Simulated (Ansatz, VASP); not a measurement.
## One calculation of Ga, two programs

File INCAR:

```
SYSTEM = Ga
ALGO = Normal ; EDIFF = 1E-6
ENCUT = 520 ; GGA = PS
ISIF = 2 ; ISMEAR = -1
LASPH = .True. ; LCHARG = .False.
LREAL = .False. ; LWAVE = .False.
NBANDS = 12 ; NELM = 60
PREC = Accurate ; SIGMA = 0.03
```

File KPOINTS:

```
k-points
0
Gamma
  16 16 16
  0 0 0
```

POSCAR

```
Ga
1.0
   -1.3850247009      1.3850247009      2.1988746855
    1.3850247009     -1.3850247009      2.1988746855
    1.3850247009      1.3850247009     -2.1988746855
Ga
1
Direct
    0.0000000000      0.0000000000      0.0000000000
```

Input for Ansatz:

```yaml
crystal:
  lattice:
    - [-1.3850247009, 1.3850247009, 2.1988746855]
    - [1.3850247009, -1.3850247009, 2.1988746855]
    - [1.3850247009, 1.3850247009, -2.1988746855]
  atoms:
    - { symbol: Ga, position: [0.0, 0.0, 0.0] }
kpoints:
  mp_grid: { grid: [16, 16, 16] }
  band_path:
    path:
      - [0.0, 0.0, 0.0]
      - [0.0, 0.0, 0.5]
      - [0.25, 0.25, 0.25]
      - [0.0, 0.5, 0.0]
      - [0.0, 0.0, 0.0]
      - [0.5, 0.5, -0.5]
      - [0.3491868475, 0.6508131525, -0.3491868475]
      - [-0.3491868475, 0.3491868475, 0.3491868475]
      - [0.0, 0.0, 0.0]
    npoints: 5
scf:
  occupations: { method: fermi_dirac, width: 0.03 }
hamiltonian:
  xc: pbesol
  pseudopotentials: { kind: all_electron, lapw: { basis_error: 0.001 } }
output:
  forces: true
  stress: true
  eigenvalues: true
```

Change from the starting cell: volume scaled by 0.96.

Alike in both runs: task single point; functional PBEsol; k mesh 16 × 16 × 16; occupations fermi-dirac, width 0.03 eV; no spin polarisation.

```csv
,VASP,Ansatz
version,VASP 6.6.1,Ansatz 0.2.0
potentials or method,"VASP PAW PBE potentials, release 64 (Ga_d), cutoff 520 eV","all-electron LAPW, scalar-relativistic"
```

```csv
,VASP,Ansatz,Ansatz less VASP
pressure (GPa),3.5,3.5,-0.01
"traceless stress, the component that is largest in VASP (GPa)",-0.77,-0.76,+0.006
```

VASP's potentials were made for PBE, not for PBEsol. Ansatz ran all-electron here, and VASP with PAW potentials.
